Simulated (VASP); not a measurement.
# Au (Fm-3m) in VASP: further runs

Runs on Au. Level: PBE. Tasks: single point.

Everything below comes from runs of VASP 6.6.1. Logs are shortened: lines on timing, memory, paths and dates and some standing lists are left out, and cuts for length are marked.

**1. The cell of the first run**

Symmetry: Fm-3m, No. 225, cubic system. The conventional cell has a = 4.157 Å, b = 4.157 Å, c = 4.157 Å, α = 90.00°, β = 90.00°, γ = 90.00°. Within 3.9 Å of Au (site symmetry m-3m) lie 12 Au at 2.94 Å.

**2. Single point, PBE**

Contents of INCAR:

```
SYSTEM = Au
ALGO = Normal
EDIFF = 1E-7
ENCUT = 520
GGA = PE
ISIF = 2
ISMEAR = -1
LASPH = .TRUE.
LCHARG = .FALSE.
LREAL = .FALSE.
LWAVE = .FALSE.
NBANDS = 12
NELM = 80
PREC = Accurate
SIGMA = 0.1
```

Contents of KPOINTS:

```
k-points
0
G
  11 11 11
  0 0 0
```

Contents of POSCAR:

```
Au
1.0
    0.0000000000      2.0782552709      2.0782552709
    2.0782552709      0.0000000000      2.0782552709
    2.0782552709      2.0782552709      0.0000000000
Au
1
Direct
    0.0000000000      0.0000000000      0.0000000000
```

Potentials or basis: VASP PAW PBE potentials, release 64 (Au).

Run with:

```
$ cat potpaw_PBE.64/Au/POTCAR > POTCAR
$ mpirun -np 1 vasp_std > vasp.out
```

OUTCAR:

```text
SYSTEM = Au
   EDIFF = 1E-7
   ENCUT = 520
   GGA = PE
   ISIF = 2
   ISMEAR = -1
   LASPH = .TRUE.
   LREAL = .FALSE.
   NELM = 80
   PREC = Accurate

 ion  position               nearest neighbor table
   1  0.000  0.000  0.000-

  LATTYP: Found a face centered cubic cell.
 ALAT       =     4.1565105418

  Lattice vectors:

 A1 = (   0.0000000000,   2.0782552709,   2.0782552709)
 A2 = (   2.0782552709,   0.0000000000,   2.0782552709)
 A3 = (   2.0782552709,   2.0782552709,   0.0000000000)

Analysis of symmetry for initial positions (statically):
=====================================================================
 Subroutine PRICEL returns:
 Original cell was already a primitive cell.

 Routine SETGRP: Setting up the symmetry group for a
 face centered cubic supercell.

 Subroutine GETGRP returns: Found 48 space group operations
 (whereof 48 operations were pure point group operations)
 out of a pool of 48 trial point group operations.

The static configuration has the point symmetry O_h .

Analysis of symmetry for dynamics (positions and initial velocities):
=====================================================================
 Subroutine PRICEL returns:
 Original cell was already a primitive cell.

 Routine SETGRP: Setting up the symmetry group for a
 face centered cubic supercell.

 Subroutine GETGRP returns: Found 48 space group operations
 (whereof 48 operations were pure point group operations)
 out of a pool of 48 trial point group operations.

The dynamic configuration has the point symmetry O_h .

 Subroutine INISYM returns: Found 48 space group operations
 (whereof 48 operations are pure point group operations),
 and found     1 'primitive' translations

----------------------------------------------------------------------------------------

                                     Primitive cell

  volume of cell :      17.9526

  direct lattice vectors                    reciprocal lattice vectors
     0.000000000  2.078255271  2.078255271    -0.240586422  0.240586422  0.240586422
     2.078255271  0.000000000  2.078255271     0.240586422 -0.240586422  0.240586422
     2.078255271  2.078255271  0.000000000     0.240586422  0.240586422 -0.240586422

  length of vectors
     2.939096790  2.939096790  2.939096790     0.416707907  0.416707907  0.416707907

  position of ions in fractional coordinates (direct lattice)
     0.000000000  0.000000000  0.000000000

  ion indices of the primitive-cell ions
   primitive index   ion index
                 1           1

----------------------------------------------------------------------------------------

 KPOINTS: k-points

Automatic generation of k-mesh.
 Grid dimensions read from file:
 generate k-points for:   11   11   11

 Generating k-lattice:

  Cartesian coordinates                     Fractional coordinates (reciprocal lattice)
    -0.021871493  0.021871493  0.021871493     0.090909091  0.000000000  0.000000000
     0.021871493 -0.021871493  0.021871493     0.000000000  0.090909091  0.000000000
     0.021871493  0.021871493 -0.021871493     0.000000000  0.000000000  0.090909091

  Length of vectors
     0.037882537  0.037882537  0.037882537

  Shift w.r.t. Gamma in fractional coordinates (k-lattice)
     0.000000000  0.000000000  0.000000000

 Subroutine IBZKPT returns following result:
 ===========================================

 Found     56 irreducible k-points:

 Following reciprocal coordinates:
            Coordinates               Weight
  0.000000  0.000000  0.000000      1.000000
  0.090909  0.000000  0.000000      8.000000
  0.181818  0.000000  0.000000      8.000000
  0.272727  0.000000  0.000000      8.000000
  0.363636  0.000000  0.000000      8.000000
  0.454545  0.000000  0.000000      8.000000
[... 16 lines left out ...]
 -0.272727  0.181818  0.000000     24.000000
 -0.181818  0.181818  0.000000     12.000000
 [... further k-points ...]
   k-points           NKPTS =     56   k-points in BZ     NKDIM =     56   number of bands    NBANDS=     12
   number of dos      NEDOS =    301   number of ions     NIONS =      1
   total plane-waves  NPLWV =  13824
   dimension x,y,z NGX =    24 NGY =   24 NGZ =   24
   dimension x,y,z NGXF=    48 NGYF=   48 NGZF=   48
   ions per type =               1
   NGX,Y,Z   is equivalent  to a cutoff of  13.58, 13.58, 13.58 a.u.
   NGXF,Y,Z  is equivalent  to a cutoff of  27.15, 27.15, 27.15 a.u.
 SYSTEM =  Au
   PREC   = accura    normal or accurate (medium, high low for compatibility)
   ISTART =      0    job   : 0-new  1-cont  2-samecut
   ICHARG =      2    charge: 1-file 2-atom 10-const
   ISPIN  =      1    spin polarized calculation?
   LNONCOLLINEAR =      F non collinear calculations
   LSORBIT =      F    spin-orbit coupling
   LASPH  =      T    aspherical Exc in radial PAW
   ENCUT  =  520.0 eV  38.22 Ry    6.18 a.u.   5.46  5.46  5.46*2*pi/ulx,y,z
   NELM   =     80;   NELMIN=  2; NELMDL= -5     # of ELM steps
   EDIFF  = 0.1E-06   stopping-criterion for ELM
   LREAL  =      F    real-space projection
   EDIFFG = 0.1E-05   stopping-criterion for IOM
   NSW    =      0    number of steps for IOM
   IBRION =     -1    ionic relax: 0-MD 1-quasi-New 2-CG
   NFREE  =      0    steps in history (QN), initial steepest desc. (CG)
   ISIF   =      2    stress and relaxation
   ISYM   =      2    0-nonsym 1-usesym 2-fastsym
   POTIM  = 0.5000    time-step for ionic-motion
   TEBEG  =    0.0;   TEEND  =   0.0 temperature during run
   PSTRESS=    0.0 pullay stress
   NELECT =      11.0000    total number of electrons
   NUPDOWN=      -1.0000    fix difference up-down
   EMIN   =  10.00;   EMAX   =-10.00  energy-range for DOS
   EFERMI =   0.00;   METHOD = LEGACY
   ISMEAR =    -1;   SIGMA  =   0.10  broadening in eV -4-tet -1-fermi 0-gaus
   EFERMI_NEDOS =   21; number of points for ismear=-14 and -15
   IALGO  =     38    algorithm
   IMIX   =      4    mixing-type and parameters
     AMIX     =   0.40;   BMIX     =  1.00
     AMIX_MAG =   1.60;   BMIX_MAG =  1.00
  volume/ion in A,a.u.               =      17.95       121.15
  Fermi-wavevector in a.u.,A,eV,Ry     =   1.390476  2.627619 26.305825  1.933424
  Thomas-Fermi vector in A             =   2.514407
   LORBIT       =      0    0 simple, 1 ext, 2 COOP (PROOUT), +10 PAW based schemes
   GGA     = PE    functional components
   LHFCALC =     F    Hartree Fock is set to
   AEXX    =    0.0000 exact exchange contribution
   IVDW    =     0    specifies the selected vdW correction
   LEPSILON=     F    determine dielectric tensor
   LRPA    =     F    only Hartree local field effects (RPA)
 non-spin polarized calculation
  energy-cutoff  :      520.00
  volume of cell :       17.95
 maximum number of plane-waves:       531
 NGX is ok and might be reduce to    24
   NGX = 11   NGY = 11   NGZ = 11

 number of electron      11.0000002 magnetization

 Free energy of the ion-electron system (eV)
  ---------------------------------------------------
  ext. energy  EPLUGINS =         0.00000000
  ---------------------------------------------------
  free energy    TOTEN  =        -3.23160123 eV

  energy without entropy =       -3.22490712  energy(sigma->0) =       -3.22825417

 E-fermi :   8.7139     XC(G=0): -12.4066

 val. band max:        8.5570502125   @ k =   0.4545   0.3636   0.0000
 cond. band min:       8.8703952906   @ k =  -0.4545   0.0909   0.0000
 fundamental gap:      0.3133450781
 Fermi energy:         8.7139224477

 k-point     1 :       0.0000    0.0000    0.0000
  band No.  band energies     occupation
      1      -0.6871      2.00000
      2       4.2072      2.00000
      3       4.2072      2.00000
      4       4.2072      2.00000
      5       5.5873      2.00000
      6       5.5873      2.00000
      7      23.2112      0.00000
      8      26.9097      0.00000
      9      26.9097      0.00000
     10      26.9097      0.00000
     11      31.6542      0.00000
     12      35.7426      0.00000

 k-point     2 :       0.0909    0.0000    0.0000
  band No.  band energies     occupation
      1      -0.4142      2.00000
      2       4.1276      2.00000
      3       4.2947      2.00000
      4       4.2947      2.00000
      5       5.5522      2.00000
      6       5.5522      2.00000
      7      23.4756      0.00000
      8      25.2869      0.00000
      9      27.2009      0.00000
     10      27.2009      0.00000
     11      32.2181      0.00000
     12      34.2848      0.00000

 k-point     3 :       0.1818    0.0000    0.0000
  band No.  band energies     occupation
      1       0.3373      2.00000
      2       4.0008      2.00000
      3       4.4526      2.00000
      4       4.4526      2.00000
      5       5.5587      2.00000
      6       5.5587      2.00000
      7      22.0143      0.00000
      8      24.2665      0.00000
      9      27.8613      0.00000
     10      27.8613      0.00000
     11      30.2269      0.00000
     12      32.2126      0.00000
[... 286 lines left out ...]
 k-point    23 :      -0.2727    0.1818    0.0000
  band No.  band energies     occupation
      1       2.4691      2.00000
      2       3.8769      2.00000
      3       4.2286      2.00000
      4       4.8323      2.00000
      5       5.5942      2.00000
      6       7.6707      1.99994
      7      16.7674      0.00000
      8      20.4846      0.00000
      9      24.8969      0.00000
     10      27.3394      0.00000
     11      29.5203      0.00000
     12      33.4189      0.00000

 k-point    24 :      -0.1818    0.1818    0.0000
  band No.  band energies     occupation
      1       1.7747      2.00000
      2       3.6611      2.00000
      3       4.4005      2.00000
      4       5.0075      2.00000
      5       5.0454      2.00000
      6       6.6998      2.00000
      7      19.6698      0.00000
      8      21.5215      0.00000
      9      26.0784      0.00000
     10      27.6294      0.00000
     11      29.7582      0.00000
     12      32.4242      0.00000

 [... further k-points ...]
[... 5 lines left out ...]
  --------------------------------------------------------------------------------------
  -------------------------------------------------------------------------------------
  Total       -0.0219690     -0.0219690     -0.0219690     -0.0000000      0.0000000      0.0000000
  in kB       -1.9606270     -1.9606270     -1.9606270     -0.0000000      0.0000000      0.0000000
  external PRESSURE =      -1.9606270 kB  Pullay stress =       0.0000000 kB

 VOLUME and BASIS-vectors are now :
 -----------------------------------------------------------------------------
  energy-cutoff  :      520.00
  volume of cell :       17.95
      direct lattice vectors                 reciprocal lattice vectors
     0.000000000  2.078255271  2.078255271    -0.240586422  0.240586422  0.240586422
     2.078255271  0.000000000  2.078255271     0.240586422 -0.240586422  0.240586422
     2.078255271  2.078255271  0.000000000     0.240586422  0.240586422 -0.240586422

 POSITION                                       TOTAL-FORCE (eV/Angst)
 -----------------------------------------------------------------------------------
      0.00000      0.00000      0.00000         0.000000      0.000000     -0.000000
 -----------------------------------------------------------------------------------
    total drift:                                0.000000     -0.000000     -0.000000

  FREE ENERGIE OF THE ION-ELECTRON SYSTEM (eV)
  ---------------------------------------------------
  free  energy   TOTEN  =        -3.2316012294 eV

  energy  without entropy=       -3.2249071159  energy(sigma->0) =       -3.22825417
```

Wall time 25 s (1 thread of AMD EPYC, shared host); peak memory 0.11 GiB.

Results:

```yaml
Free_energy: -3.2316 eV
Pressure: -0.2 GPa
```

Caveat: spin-orbit coupling is left out, which moves the levels of the heavy elements.

**3. Single point, PBE**

Contents of INCAR:

```
PREC = Accurate
ENCUT = 520
EDIFF = 1E-7
ISMEAR = -1
SIGMA = 0.1
LREAL = F
LASPH = T
NELM = 60
ALGO = Normal
ISIF = 2
LWAVE = F
LCHARG = F
GGA = PE
NBANDS = 12
```

Contents of KPOINTS:

```
regular mesh
0
Gamma
  13 13 13
```

POSCAR is that of step 2.

Potentials or basis: VASP PAW PBE potentials, release 64 (Au).

Run with:

```
$ cat potpaw_PBE.64/Au/POTCAR > POTCAR
$ mpirun -np 1 vasp_std > vasp.out
```

Wall time 37 s (1 thread of AMD EPYC, shared host); peak memory 0.12 GiB.

It converged, with:

```
Free energy : -3.2265 eV
Pressure    : -0.2 GPa
```

Levels at points of the mesh, in eV from the Fermi level:
| k point | band 4 | band 5 | band 6 | band 7 | band 8 | band 9 |
| --- | --- | --- | --- | --- | --- | --- |
| (0.00, 0.00, 0.00) | -4.52 | -3.14 | -3.14 | 14.49 | 18.19 | 18.19 |

Caveat: spin-orbit coupling is left out, which moves the levels of the heavy elements.

**4. Single point, PBE**

Contents of INCAR:

```
SYSTEM = Au
ALGO     = Normal         ! electronic algorithm
EDIFF    = 1E-6           ! SCF threshold, eV
ENCUT    = 520            ! plane-wave cutoff, eV
GGA      = PE             ! functional
ISIF     = 2              ! what is computed and relaxed
ISMEAR   = -1             ! smearing method
LASPH    = .True.         ! aspherical terms in the spheres
LCHARG   = .False.        ! write CHGCAR
LREAL    = .False.        ! projectors in reciprocal space
LWAVE    = .False.        ! write WAVECAR
NBANDS   = 12             ! bands
NELM     = 100            ! most SCF steps
PREC     = Accurate       ! precision mode
SIGMA    = 0.1            ! smearing width, eV
```

Contents of KPOINTS:

```
k-points
0
Gamma
  13 13 13
  0 0 0
```

POSCAR is that of step 3.

Potentials or basis: VASP PAW PBE potentials, release 64 (Au).

Run with:

```
$ cat potpaw_PBE.64/Au/POTCAR > POTCAR
$ mpirun -np 1 vasp_std > vasp.out
```

OUTCAR:

```text
SYSTEM = Au
   EDIFF = 1E-6
   ENCUT = 520
   GGA = PE
   ISIF = 2
   ISMEAR = -1
   LASPH = .True.
   LREAL = .False.
   NELM = 100
   PREC = Accurate

 ion  position               nearest neighbor table
   1  0.000  0.000  0.000-

  LATTYP: Found a face centered cubic cell.
 ALAT       =     4.1565105418

  Lattice vectors:

 A1 = (   0.0000000000,   2.0782552709,   2.0782552709)
 A2 = (   2.0782552709,   0.0000000000,   2.0782552709)
 A3 = (   2.0782552709,   2.0782552709,   0.0000000000)

Analysis of symmetry for initial positions (statically):
=====================================================================
 Subroutine PRICEL returns:
 Original cell was already a primitive cell.

 Routine SETGRP: Setting up the symmetry group for a
 face centered cubic supercell.

 Subroutine GETGRP returns: Found 48 space group operations
 (whereof 48 operations were pure point group operations)
 out of a pool of 48 trial point group operations.

The static configuration has the point symmetry O_h .

Analysis of symmetry for dynamics (positions and initial velocities):
=====================================================================
 Subroutine PRICEL returns:
 Original cell was already a primitive cell.

 Routine SETGRP: Setting up the symmetry group for a
 face centered cubic supercell.

 Subroutine GETGRP returns: Found 48 space group operations
 (whereof 48 operations were pure point group operations)
 out of a pool of 48 trial point group operations.

The dynamic configuration has the point symmetry O_h .

 Subroutine INISYM returns: Found 48 space group operations
 (whereof 48 operations are pure point group operations),
 and found     1 'primitive' translations

----------------------------------------------------------------------------------------

                                     Primitive cell

  volume of cell :      17.9526

[... 111 lines left out ...]
   GGA     = PE    functional components
   LHFCALC =     F    Hartree Fock is set to
   AEXX    =    0.0000 exact exchange contribution
   IVDW    =     0    specifies the selected vdW correction
   LEPSILON=     F    determine dielectric tensor
   LRPA    =     F    only Hartree local field effects (RPA)
 non-spin polarized calculation
  energy-cutoff  :      520.00
  volume of cell :       17.95
 maximum number of plane-waves:       531
 NGX is ok and might be reduce to    24
   NGX = 11   NGY = 11   NGZ = 11

 number of electron      11.0000002 magnetization

 Free energy of the ion-electron system (eV)
  ---------------------------------------------------
  ext. energy  EPLUGINS =         0.00000000
  ---------------------------------------------------
  free energy    TOTEN  =        -3.22653346 eV

  energy without entropy =       -3.21664472  energy(sigma->0) =       -3.22158909

 E-fermi :   8.7235     XC(G=0): -12.4075

 val. band max:        8.6864422974   @ k =   0.4615   0.3077   0.0000
 cond. band min:       8.7708445932   @ k =   0.4615   0.3846   0.0000
 fundamental gap:      0.0844022958
 Fermi energy:         8.7234806119

 k-point     1 :       0.0000    0.0000    0.0000
  band No.  band energies     occupation
      1      -0.6877      2.00000
      2       4.2043      2.00000
      3       4.2043      2.00000
      4       4.2043      2.00000
      5       5.5847      2.00000
      6       5.5847      2.00000
      7      23.2105      0.00000
      8      26.9097      0.00000
      9      26.9097      0.00000
     10      26.9097      0.00000
     11      31.6531      0.00000
     12      35.7414      0.00000
[... 331 lines left out ...]
 k-point    24 :       0.4615    0.1538    0.0000
  band No.  band energies     occupation
      1       2.2696      2.00000
      2       3.9287      2.00000
      3       4.6753      2.00000
      4       4.6863      2.00000
      5       6.7125      2.00000
      6       8.3203      1.96514
      7      13.6469      0.00000
      8      22.5926      0.00000
      9      23.5583      0.00000
     10      24.4610      0.00000
     11      33.0643      0.00000
     12      33.7744      0.00000

 [... further k-points ...]

------------------------ aborting loop because EDIFF is reached ----------------------------------------

  FORCE on cell =-STRESS in cart. coord.  units (eV):
  Direction    XX          YY          ZZ          XY          YZ          ZX
  --------------------------------------------------------------------------------------
  -------------------------------------------------------------------------------------
  Total       -0.0255763     -0.0255763     -0.0255763     -0.0000000      0.0000000     -0.0000000
  in kB       -2.2825526     -2.2825526     -2.2825526     -0.0000000      0.0000000     -0.0000000
  external PRESSURE =      -2.2825526 kB  Pullay stress =       0.0000000 kB

 VOLUME and BASIS-vectors are now :
 -----------------------------------------------------------------------------
  energy-cutoff  :      520.00
  volume of cell :       17.95
      direct lattice vectors                 reciprocal lattice vectors
     0.000000000  2.078255271  2.078255271    -0.240586422  0.240586422  0.240586422
     2.078255271  0.000000000  2.078255271     0.240586422 -0.240586422  0.240586422
     2.078255271  2.078255271  0.000000000     0.240586422  0.240586422 -0.240586422

 POSITION                                       TOTAL-FORCE (eV/Angst)
 -----------------------------------------------------------------------------------
      0.00000      0.00000      0.00000        -0.000000     -0.000000      0.000000
 -----------------------------------------------------------------------------------
    total drift:                               -0.000000     -0.000000     -0.000000

  FREE ENERGIE OF THE ION-ELECTRON SYSTEM (eV)
  ---------------------------------------------------
  free  energy   TOTEN  =        -3.2265334650 eV

  energy  without entropy=       -3.2166447191  energy(sigma->0) =       -3.22158909
```

It took 34 s on 1 thread of AMD EPYC, shared host; peak memory 0.12 GiB.

What came out:

| Item | Value |
| --- | --- |
| Free energy | -3.2265 eV |
| Pressure | -0.2 GPa |

Levels at points of the mesh, in eV from the Fermi level:
```tsv
k point	band 2	band 3	band 4	band 5	band 6	band 7	band 8	band 9	band 10	band 11
(0.00, 0.00, 0.00)	-4.52	-4.52	-4.52	-3.14	-3.14	14.49	18.19	18.19	18.19	22.93
```

Caveat: spin-orbit coupling is left out, which moves the levels of the heavy elements.
